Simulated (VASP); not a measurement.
# Ag (P-3m1) in VASP: single point with PBEsol

Aim: the single point of Ag with PBEsol.

Program: VASP 6.6.1. These are calculated values, not measurements. Logs are shortened: lines on timing, memory, paths and dates and some standing lists are left out, and cuts for length are marked.

### 1 The cell of the first run

The structure is trigonal, space group P-3m1 (No. 164). The conventional cell has a = 2.889 Å, b = 2.889 Å, c = 13.855 Å, α = 90.00°, β = 90.00°, γ = 120.00°. Within 3.5 Å of Ag (site symmetry 3m) lie 12 Ag at 2.65 to 2.89 Å. Within 3.8 Å of Ag (site symmetry 3m) lie 12 Ag at 2.89 Å. Ag (site symmetry 3m) has 12 Ag at 2.89 Å within 3.8 Å.

### 2 Single point, PBEsol (the distance across one plane changed)

Contents of INCAR:

```
SYSTEM = Ag
ALGO     = Normal         ! electronic algorithm
EDIFF    = 1E-6           ! SCF threshold, eV
ENCUT    = 500            ! plane-wave cutoff, eV
GGA      = PS             ! functional
GGA_COMPAT= .False.      
ISIF     = 2              ! what is computed and relaxed
ISMEAR   = 0              ! smearing method
LASPH    = .True.         ! aspherical terms in the spheres
LCHARG   = .False.        ! write CHGCAR
LREAL    = .False.        ! projectors in reciprocal space
LWAVE    = .False.        ! write WAVECAR
NBANDS   = 42             ! bands
NELM     = 120            ! most SCF steps
PREC     = Accurate       ! precision mode
SIGMA    = 0.15           ! smearing width, eV
```

Contents of KPOINTS:

```
k-points
0
Gamma
  18 18 4
  0 0 0
```

Contents of POSCAR:

```
Ag
1.0
    2.0431000000     -2.0431000000      0.0000000000
    2.0431000000      0.0000000000     -2.0431000000
    7.9991949192      7.9991949192      7.9991949192
Ag
6
Direct
    0.6666666667      0.6666666667      0.0851207070
    0.0000000000      0.0000000000      0.9364980521
    0.3333333333      0.3333333333      0.2553961760
    0.6666666667      0.6666666667      0.5959471140
    0.0000000000      0.0000000000      0.4256716450
    0.3333333333      0.3333333333      0.7662225830
```

Potentials or basis: VASP PAW PBE potentials, release 64 (Ag).

Launch:

```console
$ cat potpaw_PBE.64/Ag/POTCAR > POTCAR
$ mpirun -np 1 vasp_std > vasp.out
```

OUTCAR:

```text
SYSTEM = Ag
   EDIFF = 1E-6
   ENCUT = 500
   GGA = PS
   ISIF = 2
   ISMEAR = 0
   LASPH = .True.
   LREAL = .False.
   NELM = 120
   PREC = Accurate

 ion  position               nearest neighbor table
   1  0.667  0.667  0.085-   2 2.65   2 2.65   2 2.65   3 2.89   3 2.89   3 2.89
   2  0.000  0.000  0.936-   1 2.65   1 2.65   1 2.65   6 2.89   6 2.89   6 2.89
   3  0.333  0.333  0.255-   1 2.89   1 2.89   5 2.89   5 2.89   5 2.89   1 2.89
   4  0.667  0.667  0.596-   5 2.89   6 2.89   6 2.89   5 2.89   5 2.89   6 2.89
   5  0.000  0.000  0.426-   4 2.89   3 2.89   4 2.89   4 2.89   3 2.89   3 2.89
   6  0.333  0.333  0.766-   4 2.89   4 2.89   4 2.89   2 2.89   2 2.89   2 2.89

  LATTYP: Found a hexagonal cell.
 ALAT       =     2.8893797293
 C/A-ratio  =     4.7951509728

  Lattice vectors:

 A1 = (  -2.0431000000,   0.0000000000,   2.0431000000)
 A2 = (   2.0431000000,  -2.0431000000,   0.0000000000)
 A3 = (   7.9991949192,   7.9991949192,   7.9991949192)

Analysis of symmetry for initial positions (statically):
=====================================================================
 Subroutine PRICEL returns:
 Original cell was already a primitive cell.

 Routine SETGRP: Setting up the symmetry group for a
 hexagonal supercell.

 Subroutine GETGRP returns: Found 12 space group operations
 (whereof  6 operations were pure point group operations)
 out of a pool of 24 trial point group operations.

The static configuration has the point symmetry C_3v.
 The point group associated with its full space group is D_3d.

Analysis of symmetry for dynamics (positions and initial velocities):
=====================================================================
 Subroutine PRICEL returns:
 Original cell was already a primitive cell.

 Routine SETGRP: Setting up the symmetry group for a
 hexagonal supercell.

 Subroutine GETGRP returns: Found 12 space group operations
 (whereof  6 operations were pure point group operations)
 out of a pool of 24 trial point group operations.

The dynamic configuration has the point symmetry C_3v.
 The point group associated with its full space group is D_3d.

 Subroutine INISYM returns: Found 12 space group operations
 (whereof  6 operations are pure point group operations),
 and found     1 'primitive' translations

----------------------------------------------------------------------------------------

                                     Primitive cell

  volume of cell :     100.1721

  direct lattice vectors                    reciprocal lattice vectors
     2.043100000 -2.043100000  0.000000000     0.163150768 -0.326301535  0.163150768
     2.043100000  0.000000000 -2.043100000     0.163150768  0.163150768 -0.326301535
     7.999194919  7.999194919  7.999194919     0.041670860  0.041670860  0.041670860

  length of vectors
     2.889379729  2.889379729 13.855012020     0.399636132  0.399636132  0.072176047

  position of ions in fractional coordinates (direct lattice)
     0.666666667  0.666666667  0.085120707
     0.000000000  0.000000000  0.936498052
     0.333333333  0.333333333  0.255396176
     0.666666667  0.666666667  0.595947114
     0.000000000  0.000000000  0.425671645
     0.333333333  0.333333333  0.766222583

  ion indices of the primitive-cell ions
   primitive index   ion index
                 1           1
                 2           2
                 3           3
                 4           4
                 5           5
                 6           6

----------------------------------------------------------------------------------------

 KPOINTS: k-points

Automatic generation of k-mesh.
 Grid dimensions read from file:
 generate k-points for:   18   18    4

 Generating k-lattice:

  Cartesian coordinates                     Fractional coordinates (reciprocal lattice)
     0.009063932 -0.018127863  0.009063932     0.055555556  0.000000000  0.000000000
     0.009063932  0.009063932 -0.018127863     0.000000000  0.055555556  0.000000000
     0.010417715  0.010417715  0.010417715     0.000000000  0.000000000  0.250000000

  Length of vectors
     0.022202007  0.022202007  0.018044012

  Shift w.r.t. Gamma in fractional coordinates (k-lattice)
     0.000000000  0.000000000  0.000000000

 Subroutine IBZKPT returns following result:
 ===========================================

 Found    138 irreducible k-points:

 Following reciprocal coordinates:
            Coordinates               Weight
  0.000000  0.000000  0.000000      1.000000
  0.055556  0.000000  0.000000      6.000000
  0.111111  0.000000  0.000000      6.000000
  0.166667  0.000000  0.000000      6.000000
  0.222222  0.000000  0.000000      6.000000
  0.277778  0.000000  0.000000      6.000000
[... 16 lines left out ...]
  0.444444  0.111111  0.000000     12.000000
  0.500000  0.111111 -0.000000     12.000000
 [... further k-points ...]
   k-points           NKPTS =    138   k-points in BZ     NKDIM =    138   number of bands    NBANDS=     42
   number of dos      NEDOS =    301   number of ions     NIONS =      6
   total plane-waves  NPLWV =  62208
   dimension x,y,z NGX =    24 NGY =   24 NGZ =  108
   dimension x,y,z NGXF=    48 NGYF=   48 NGZF=  216
   ions per type =               6
   NGX,Y,Z   is equivalent  to a cutoff of  13.81, 13.81, 12.96 a.u.
   NGXF,Y,Z  is equivalent  to a cutoff of  27.62, 27.62, 25.92 a.u.
 SYSTEM =  Ag
   PREC   = accura    normal or accurate (medium, high low for compatibility)
   ISTART =      0    job   : 0-new  1-cont  2-samecut
   ICHARG =      2    charge: 1-file 2-atom 10-const
   ISPIN  =      1    spin polarized calculation?
   LNONCOLLINEAR =      F non collinear calculations
   LSORBIT =      F    spin-orbit coupling
   LASPH  =      T    aspherical Exc in radial PAW
   ENCUT  =  500.0 eV  36.75 Ry    6.06 a.u.   5.27  5.27 25.26*2*pi/ulx,y,z
   NELM   =    120;   NELMIN=  2; NELMDL= -5     # of ELM steps
   EDIFF  = 0.1E-05   stopping-criterion for ELM
   LREAL  =      F    real-space projection
   EDIFFG = 0.1E-04   stopping-criterion for IOM
   NSW    =      0    number of steps for IOM
   IBRION =     -1    ionic relax: 0-MD 1-quasi-New 2-CG
   NFREE  =      0    steps in history (QN), initial steepest desc. (CG)
   ISIF   =      2    stress and relaxation
   ISYM   =      2    0-nonsym 1-usesym 2-fastsym
   POTIM  = 0.5000    time-step for ionic-motion
   TEBEG  =    0.0;   TEEND  =   0.0 temperature during run
   PSTRESS=    0.0 pullay stress
   NELECT =      66.0000    total number of electrons
   NUPDOWN=      -1.0000    fix difference up-down
   EMIN   =  10.00;   EMAX   =-10.00  energy-range for DOS
   EFERMI =   0.00;   METHOD = LEGACY
   ISMEAR =     0;   SIGMA  =   0.15  broadening in eV -4-tet -1-fermi 0-gaus
   EFERMI_NEDOS =   21; number of points for ismear=-14 and -15
   IALGO  =     38    algorithm
   IMIX   =      4    mixing-type and parameters
     AMIX     =   0.40;   BMIX     =  1.00
     AMIX_MAG =   1.60;   BMIX_MAG =  1.00
  volume/ion in A,a.u.               =      16.70       112.67
  Fermi-wavevector in a.u.,A,eV,Ry     =   1.424537  2.691986 27.610399  2.029307
  Thomas-Fermi vector in A             =   2.545018
   LORBIT       =      0    0 simple, 1 ext, 2 COOP (PROOUT), +10 PAW based schemes
   GGA     = PS    functional components
   LHFCALC =     F    Hartree Fock is set to
   AEXX    =    0.0000 exact exchange contribution
   IVDW    =     0    specifies the selected vdW correction
   LEPSILON=     F    determine dielectric tensor
   LRPA    =     F    only Hartree local field effects (RPA)
 non-spin polarized calculation
 Gauss-broadening in eV      SIGMA  =   0.15
  energy-cutoff  :      500.00
  volume of cell :      100.17
 maximum number of plane-waves:      2572
 NGX is ok and might be reduce to    24
   NGX = 11   NGY = 11   NGZ = 51

 number of electron      65.9999996 magnetization

 Free energy of the ion-electron system (eV)
  ---------------------------------------------------
  ext. energy  EPLUGINS =         0.00000000
  ---------------------------------------------------
  free energy    TOTEN  =       -19.69088947 eV

  energy without entropy =      -19.67547470  energy(sigma->0) =      -19.68318208

 E-fermi :   8.5386     XC(G=0): -12.5318

 val. band max:        8.5322985654   @ k =   0.5000   0.2222   0.0000
 cond. band min:       8.5386699850   @ k =   0.5000   0.1111   0.2500
 fundamental gap:      0.0063714196
 Fermi energy:         8.5385990187

 k-point     1 :       0.0000    0.0000    0.0000
  band No.  band energies     occupation
      1       0.4666      2.00000
      2       1.3154      2.00000
      3       1.4793      2.00000
      4       1.8158      2.00000
      5       2.2098      2.00000
      6       2.2223      2.00000
[... 34 lines left out ...]
     41      23.5573      0.00000
     42      23.7507      0.00000

 k-point     2 :       0.0556    0.0000    0.0000
  band No.  band energies     occupation
      1       0.5519      2.00000
      2       1.3947      2.00000
      3       1.5570      2.00000
      4       1.8695      2.00000
      5       2.2682      2.00000
      6       2.2838      2.00000
[... 34 lines left out ...]
     41      23.5067      0.00000
     42      23.8146      0.00000

 k-point     3 :       0.1111    0.0000    0.0000
  band No.  band energies     occupation
      1       0.8002      2.00000
      2       1.6187      2.00000
      3       1.7743      2.00000
      4       2.0161      2.00000
      5       2.4199      2.00000
      6       2.4599      2.00000
[... 34 lines left out ...]
     41      22.9594      0.00000
     42      23.3792      0.00000

 k-point     4 :       0.1667    0.0000    0.0000
  band No.  band energies     occupation
      1       1.1826      2.00000
      2       1.9329      2.00000
      3       2.0654      2.00000
      4       2.1996      2.00000
      5       2.5836      2.00000
      6       2.7199      2.00000
[... 844 lines left out ...]
     41      18.1969      0.00000
     42      18.3392      0.00000

 k-point    23 :       0.4444    0.1111    0.0000
  band No.  band energies     occupation
      1       2.0566      2.00000
      2       2.0731      2.00000
      3       2.1982      2.00000
      4       2.5689      2.00000
      5       2.6011      2.00000
      6       2.6205      2.00000
[... 34 lines left out ...]
     41      16.6090      0.00000
     42      17.0210      0.00000

 k-point    24 :       0.5000    0.1111   -0.0000
  band No.  band energies     occupation
      1       1.9491      2.00000
      2       2.0369      2.00000
      3       2.1077      2.00000
      4       2.5006      2.00000
      5       2.5730      2.00000
      6       2.5893      2.00000
[... 34 lines left out ...]
     41      15.8853      0.00000
     42      16.7471      0.00000

 [... further k-points ...]

------------------------ aborting loop because EDIFF is reached ----------------------------------------

  FORCE on cell =-STRESS in cart. coord.  units (eV):
  Direction    XX          YY          ZZ          XY          YZ          ZX
  --------------------------------------------------------------------------------------
  -------------------------------------------------------------------------------------
  Total        0.4683880      0.4683880      0.4683880      0.5742548      0.5742548      0.5742548
  in kB        7.4915130      7.4915130      7.4915130      9.1847727      9.1847727      9.1847727
  external PRESSURE =       7.4915130 kB  Pullay stress =       0.0000000 kB

 VOLUME and BASIS-vectors are now :
 -----------------------------------------------------------------------------
  energy-cutoff  :      500.00
  volume of cell :      100.17
      direct lattice vectors                 reciprocal lattice vectors
     2.043100000 -2.043100000  0.000000000     0.163150768 -0.326301535  0.163150768
     2.043100000  0.000000000 -2.043100000     0.163150768  0.163150768 -0.326301535
     7.999194919  7.999194919  7.999194919     0.041670860  0.041670860  0.041670860

 POSITION                                       TOTAL-FORCE (eV/Angst)
 -----------------------------------------------------------------------------------
      3.40503     -0.68117     -0.68117         0.886989      0.886989      0.886989
      7.49123      7.49123      7.49123        -0.886989     -0.886989     -0.886989
      3.40503      1.36193      1.36193         0.024757      0.024757      0.024757
      7.49123      3.40503      3.40503        -0.003393     -0.003393     -0.003393
      3.40503      3.40503      3.40503         0.003393      0.003393      0.003393
      7.49123      5.44813      5.44813        -0.024757     -0.024757     -0.024757
 -----------------------------------------------------------------------------------
    total drift:                               -0.000023     -0.000023     -0.000023

  FREE ENERGIE OF THE ION-ELECTRON SYSTEM (eV)
  ---------------------------------------------------
  free  energy   TOTEN  =       -19.6908894702 eV

  energy  without entropy=      -19.6754746964  energy(sigma->0) =      -19.68318208
```

Wall time 7.5 min (1 thread of Oxide Virtual Turin-like, shared host); peak memory 0.46 GiB.

Results:

```yaml
Free_energy: -19.6909 eV
Pressure: 0.7 GPa
Largest_force: 1.536 eV/Å
Band_gap_on_the_k_mesh: zero (bands 33 and 34 overlap by 6.11 eV)
```

Forces in eV/Å, atoms in the order of the input:
```
Ag   0.887  0.887  0.887
Ag  -0.887 -0.887 -0.887
Ag   0.025  0.025  0.025
Ag  -0.003 -0.003 -0.003
Ag   0.003  0.003  0.003
Ag  -0.025 -0.025 -0.025
```

Stress tensor (GPa, compression positive):
```
0.75 0.92 0.92
0.92 0.75 0.92
0.92 0.92 0.75
```

Caveat: the cell differs from its parent crystal (the distance across one plane changed); the PAW data sets were made with another functional, which shifts forces and pressure a little.
